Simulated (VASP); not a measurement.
# Pt in VASP: further runs, part 2 of 2

VASP 6.6.1.

### 3 Single point, PBE

This run uses another cell than the first one.

INCAR reads:

```
ALGO = Normal
EDIFF = 1E-7
ENCUT = 520
GGA = PE
ISIF = 2
ISMEAR = 0
LASPH = T
LCHARG = F
LREAL = Auto
LUSENCCL = F
LWAVE = F
NBANDS = 94
NELM = 80
PREC = Accurate
SIGMA = 0.05
```

KPOINTS reads:

```
k-points
0
Gamma
  1 1 19
```

POSCAR reads:

```
Pt
1.0
   17.4000000000      0.0000000000      0.0000000000
    0.0000000000     17.2000000000      0.0000000000
    0.0000000000      0.0000000000      2.8072945027
Pt
16
Direct
    0.2579918532      0.7308205790      0.0000000000
    0.2579918532      0.5000000000      0.0000000000
    0.2579918532      0.2691794210      0.0000000000
    0.5806693823      0.7308205790      0.0000000000
    0.5806693823      0.5000000000      0.0000000000
    0.5806693823      0.2691794210      0.0000000000
    0.5000000000      0.6154102895      0.5000000000
    0.5000000000      0.3845897105      0.5000000000
    0.3386612355      0.6154102895      0.5000000000
    0.3386612355      0.3845897105      0.5000000000
    0.6613387645      0.6154102895      0.5000000000
    0.6613387645      0.3845897105      0.5000000000
    0.4193306177      0.7308205790      0.0000000000
    0.4193306177      0.5000000000      0.0000000000
    0.4193306177      0.2691794210      0.0000000000
    0.7420081468      0.5000000000      0.0000000000
```

Potentials or basis: VASP PAW PBE potentials, release 64 (Pt).

Launch:

```bash
$ cat potpaw_PBE.64/Pt/POTCAR > POTCAR
$ mpirun -np 1 vasp_std > vasp.out
```

OUTCAR:

```text
EDIFF = 1E-7
   ENCUT = 520
   GGA = PE
   ISIF = 2
   ISMEAR = 0
   LASPH = T
   LREAL = Auto
   NELM = 80
   PREC = Accurate

 ion  position               nearest neighbor table
   1  0.258  0.731  0.000-  13 2.81   9 2.81   9 2.81
   2  0.258  0.500  0.000-  14 2.81  10 2.81   9 2.81   9 2.81  10 2.81
   3  0.258  0.269  0.000-  15 2.81  10 2.81  10 2.81
   4  0.581  0.731  0.000-  11 2.81  11 2.81   7 2.81   7 2.81  13 2.81
   5  0.581  0.500  0.000-  11 2.81  12 2.81  11 2.81  12 2.81  16 2.81   7 2.81   8 2.81   8 2.81
                             7 2.81  14 2.81
   6  0.581  0.269  0.000-  12 2.81  12 2.81   8 2.81   8 2.81  15 2.81
   7  0.500  0.615  0.500-   9 2.81  11 2.81   5 2.81  14 2.81   5 2.81  14 2.81   4 2.81  13 2.81
                            13 2.81   4 2.81
   8  0.500  0.385  0.500-  10 2.81  12 2.81   5 2.81  14 2.81   5 2.81  14 2.81   6 2.81   6 2.81
                            15 2.81  15 2.81
   9  0.339  0.615  0.500-  14 2.81  14 2.81  13 2.81  13 2.81   7 2.81   2 2.81   2 2.81   1 2.81
                             1 2.81
  10  0.339  0.385  0.500-  14 2.81  14 2.81  15 2.81  15 2.81   8 2.81   2 2.81   2 2.81   3 2.81
                             3 2.81
  11  0.661  0.615  0.500-   5 2.81   5 2.81   4 2.81   4 2.81   7 2.81  16 2.81  16 2.81
  12  0.661  0.385  0.500-   5 2.81   5 2.81   6 2.81   6 2.81   8 2.81  16 2.81  16 2.81
  13  0.419  0.731  0.000-   9 2.81   9 2.81   1 2.81   7 2.81   7 2.81   4 2.81
  14  0.419  0.500  0.000-   9 2.81  10 2.81   9 2.81  10 2.81   2 2.81   7 2.81   8 2.81   7 2.81
                             8 2.81   5 2.81
  15  0.419  0.269  0.000-  10 2.81  10 2.81   3 2.81   8 2.81   8 2.81   6 2.81
  16  0.742  0.500  0.000-   5 2.81  11 2.81  12 2.81  11 2.81  12 2.81

  LATTYP: Found a simple orthorhombic cell.
 ALAT       =     2.8072945027
 B/A-ratio  =     6.1268954801
 C/A-ratio  =     6.1981384508

  Lattice vectors:

 A1 = (   0.0000000000,   0.0000000000,  -2.8072945027)
 A2 = (   0.0000000000,  17.2000000000,   0.0000000000)
 A3 = (  17.4000000000,   0.0000000000,   0.0000000000)

Analysis of symmetry for initial positions (statically):
=====================================================================
 Subroutine PRICEL returns:
 Original cell was already a primitive cell.

 Routine SETGRP: Setting up the symmetry group for a
 simple orthorhombic supercell.

 Subroutine GETGRP returns: Found  4 space group operations
 (whereof  4 operations were pure point group operations)
 out of a pool of  8 trial point group operations.

The static configuration has the point symmetry C_2v.

Analysis of symmetry for dynamics (positions and initial velocities):
=====================================================================
 Subroutine PRICEL returns:
 Original cell was already a primitive cell.

 Routine SETGRP: Setting up the symmetry group for a
 simple orthorhombic supercell.

 Subroutine GETGRP returns: Found  4 space group operations
 (whereof  4 operations were pure point group operations)
 out of a pool of  8 trial point group operations.

The dynamic configuration has the point symmetry C_2v.

 Subroutine INISYM returns: Found  4 space group operations
 (whereof  4 operations are pure point group operations),
 and found     1 'primitive' translations

[... 88 lines left out ...]
  0.000000  0.000000  0.473684      2.000000
   k-points           NKPTS =     10   k-points in BZ     NKDIM =     10   number of bands    NBANDS=     94
   number of dos      NEDOS =    301   number of ions     NIONS =     16
   total plane-waves  NPLWV = 430080
   dimension x,y,z NGX =   140 NGY =  128 NGZ =   24
   dimension x,y,z NGXF=   280 NGYF=  256 NGZF=   48
   ions per type =              16
   NGX,Y,Z   is equivalent  to a cutoff of  13.38, 12.37, 14.21 a.u.
   NGXF,Y,Z  is equivalent  to a cutoff of  26.75, 24.74, 28.43 a.u.
 SYSTEM =  unknown system
   PREC   = accura    normal or accurate (medium, high low for compatibility)
   ISTART =      0    job   : 0-new  1-cont  2-samecut
   ICHARG =      2    charge: 1-file 2-atom 10-const
   ISPIN  =      1    spin polarized calculation?
   LNONCOLLINEAR =      F non collinear calculations
   LSORBIT =      F    spin-orbit coupling
   LASPH  =      T    aspherical Exc in radial PAW
   ENCUT  =  520.0 eV  38.22 Ry    6.18 a.u.  32.35 31.98  5.22*2*pi/ulx,y,z
   NELM   =     80;   NELMIN=  2; NELMDL= -5     # of ELM steps
   EDIFF  = 0.1E-06   stopping-criterion for ELM
   LREAL  =      T    real-space projection
   EDIFFG = 0.1E-05   stopping-criterion for IOM
   NSW    =      0    number of steps for IOM
   IBRION =     -1    ionic relax: 0-MD 1-quasi-New 2-CG
   NFREE  =      0    steps in history (QN), initial steepest desc. (CG)
   ISIF   =      2    stress and relaxation
   ISYM   =      2    0-nonsym 1-usesym 2-fastsym
   POTIM  = 0.5000    time-step for ionic-motion
   TEBEG  =    0.0;   TEEND  =   0.0 temperature during run
   PSTRESS=    0.0 pullay stress
   NELECT =     160.0000    total number of electrons
   NUPDOWN=      -1.0000    fix difference up-down
   EMIN   =  10.00;   EMAX   =-10.00  energy-range for DOS
   EFERMI =   0.00;   METHOD = LEGACY
   ISMEAR =     0;   SIGMA  =   0.05  broadening in eV -4-tet -1-fermi 0-gaus
   EFERMI_NEDOS =   21; number of points for ismear=-14 and -15
   IALGO  =     38    algorithm
   IMIX   =      4    mixing-type and parameters
     AMIX     =   0.40;   BMIX     =  1.00
     AMIX_MAG =   1.60;   BMIX_MAG =  1.00
  volume/ion in A,a.u.               =      52.51       354.36
  Fermi-wavevector in a.u.,A,eV,Ry     =   0.941874  1.779884 12.070098  0.887127
  Thomas-Fermi vector in A             =   2.069428
   LORBIT       =      0    0 simple, 1 ext, 2 COOP (PROOUT), +10 PAW based schemes
   GGA     = PE    functional components
   LHFCALC =     F    Hartree Fock is set to
   AEXX    =    0.0000 exact exchange contribution
   IVDW    =     0    specifies the selected vdW correction
   LEPSILON=     F    determine dielectric tensor
   LRPA    =     F    only Hartree local field effects (RPA)
 non-spin polarized calculation
 Gauss-broadening in eV      SIGMA  =   0.05
  energy-cutoff  :      520.00
  volume of cell :      840.17
 maximum number of plane-waves:     22686
 NGX is ok and might be reduce to   140
   NGX = 65   NGY = 63   NGZ = 11

 number of electron     159.9999995 magnetization

 Free energy of the ion-electron system (eV)
  ---------------------------------------------------
  ext. energy  EPLUGINS =         0.00000000
  ---------------------------------------------------
  free energy    TOTEN  =       -85.30360775 eV

  energy without entropy =      -85.24544571  energy(sigma->0) =      -85.27452673

 E-fermi :  -0.7329     XC(G=0):  -5.2169

 val. band max:       -0.7350604985   @ k =   0.0000   0.0000   0.0526
 cond. band min:      -0.7254045691   @ k =   0.0000   0.0000   0.2105
 fundamental gap:      0.0096559294
 Fermi energy:        -0.7328995797

 k-point     1 :       0.0000    0.0000    0.0000
  band No.  band energies     occupation
      1      -9.4755      2.00000
      2      -8.2143      2.00000
      3      -8.1950      2.00000
      4      -7.3730      2.00000
      5      -7.1102      2.00000
      6      -7.0044      2.00000
[... 939 lines left out ...]
     91       2.7974      0.00000
     92       3.0530      0.00000
 [bands above 92 left out]

------------------------ aborting loop because EDIFF is reached ----------------------------------------

  FORCE on cell =-STRESS in cart. coord.  units (eV):
  Direction    XX          YY          ZZ          XY          YZ          ZX
  --------------------------------------------------------------------------------------
  -------------------------------------------------------------------------------------
  Total      -16.0837124    -13.9828769    -30.4182393      0.0000000      0.0000000      0.0000000
  in kB      -30.6712312    -26.6649912    -58.0068103      0.0000000      0.0000000      0.0000000
  external PRESSURE =     -38.4476776 kB  Pullay stress =       0.0000000 kB

 VOLUME and BASIS-vectors are now :
 -----------------------------------------------------------------------------
  energy-cutoff  :      520.00
  volume of cell :      840.17
      direct lattice vectors                 reciprocal lattice vectors
    17.400000000  0.000000000  0.000000000     0.057471264  0.000000000  0.000000000
     0.000000000 17.200000000  0.000000000     0.000000000  0.058139535  0.000000000
     0.000000000  0.000000000  2.807294503     0.000000000  0.000000000  0.356214853

 POSITION                                       TOTAL-FORCE (eV/Angst)
 -----------------------------------------------------------------------------------
      4.48906     12.57011      0.00000         1.565184     -0.659542     -0.000000
      4.48906      8.60000      0.00000         0.934546      0.000000     -0.000000
      4.48906      4.62989      0.00000         1.565184      0.659542     -0.000000
     10.10365     12.57011      0.00000        -0.410248     -0.843101     -0.000000
     10.10365      8.60000      0.00000        -0.306051      0.000000     -0.000000
     10.10365      4.62989      0.00000        -0.410248      0.843101     -0.000000
[... 8 lines left out ...]
      7.29635      4.62989      0.00000        -0.199731      0.402037     -0.000000
     12.91094      8.60000      0.00000        -1.128857      0.000000     -0.000000
 -----------------------------------------------------------------------------------
    total drift:                                0.013741      0.000000     -0.000000

  FREE ENERGIE OF THE ION-ELECTRON SYSTEM (eV)
  ---------------------------------------------------
  free  energy   TOTEN  =       -85.3036077454 eV

  energy  without entropy=      -85.2454457098  energy(sigma->0) =      -85.27452673
```

Run time: 4.1 min. Hardware: 1 × NVIDIA H100 80GB with 1 thread of AMD EPYC 7R13 (Zen 3), shared host; peak memory 1.9 GiB.

Results:

```
Free energy            : -85.3036 eV
Largest force          : 1.698 eV/Å
Band gap on the k mesh : zero (bands 80 and 81 overlap by 0.71 eV)
```

Forces on the atoms (eV/Å):
```
Pt   1.565 -0.660  0.000
Pt   0.935  0.000  0.000
Pt   1.565  0.660  0.000
Pt  -0.410 -0.843  0.000
Pt  -0.306  0.000  0.000
Pt  -0.410  0.843  0.000
Pt   0.103  0.139  0.000
Pt   0.103 -0.139  0.000
Pt  -1.043  0.135  0.000
Pt  -1.043 -0.135  0.000
Pt   0.214  0.067  0.000
Pt   0.214 -0.067  0.000
Pt  -0.200 -0.402  0.000
Pt   0.040  0.000  0.000
Pt  -0.200  0.402  0.000
Pt  -1.129  0.000  0.000
```

Caveat: spin-orbit coupling is left out, which moves the levels of the heavy elements.

The gap in the log of VASP goes by the Fermi energy; the results here count the filled bands.